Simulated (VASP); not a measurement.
Write the native input for VASP 6.6.1 that does the following.

```yaml
Task: single point
Functional: LDA
Potentials_or_basis: VASP PAW LDA potentials, release 64 (Ni, O)
Cutoff: 520 eV
k_mesh: 8 × 8 × 8
Occupations: gaussian, width 0.05 eV
Spin: no spin polarisation
Hubbard_terms: Ni d U = 5.0 eV, J = 0.9 eV
Dipole_correction: no
LDAUTYPE: 1
Hund's_J: 0.9
Further_INCAR_settings: ALGO = Normal; EDIFF = 1e-06; NBANDS = 24
```

The structure of NiO lies in POSCAR:

```
NiO
1.0
    0.0000000000      2.0913095100      2.0913095100
    2.0913095100      0.0000000000      2.0913095100
    4.1826190200      4.1826190200      0.0000000000
Ni O
2 2
Direct
    0.0000000000      0.0000000000      0.0000000000
    0.0000000000      0.0000000000      0.5000000000
    0.5000000000      0.5000000000      0.2500000000
    0.5000000000      0.5000000000      0.7500000000
```

One way to write it, as run:

INCAR

```
SYSTEM = NiO
  PREC = Accurate
  ENCUT = 520
  EDIFF = 1E-6
  ISMEAR = 0
  SIGMA = 0.05
  LREAL = .False.
  LASPH = .True.
  NELM = 150
  ALGO = Normal
  ISIF = 2
  LWAVE = .False.
  LCHARG = .True.
  LMAXMIX = 4
  LDAU = .True.
  LDAUTYPE = 1
  LDAUL = 2 -1
  LDAUU = 5 0
  LDAUJ = 0.9 0
  LDAUPRINT = 1
  LELF = .True.
  LVHAR = .True.
  NBANDS = 24
```

KPOINTS

```
regular mesh
0
Gamma
  8 8 8
  0 0 0
```

Potentials or basis: VASP PAW LDA potentials, release 64 (Ni, O).

Launch:

```sh
$ cat potpaw_LDA.64/Ni/POTCAR potpaw_LDA.64/O/POTCAR > POTCAR
$ mpirun -np 1 vasp_std > vasp.out
```

It gave:

```
Pressure               : -26.9 GPa
Band gap on the k mesh : zero (band 16 reaches 7.25 eV, above the bottom of band 17 at 6.76 eV)
```

Caveat: the run has no spin polarisation, though such a crystal can be magnetic; U without spin polarisation on a metal has little footing.

It took 37 s on 1 thread of AMD EPYC 9R45 96-Core Processor (Zen 5), on a shared host, peak memory 0.15 GiB.
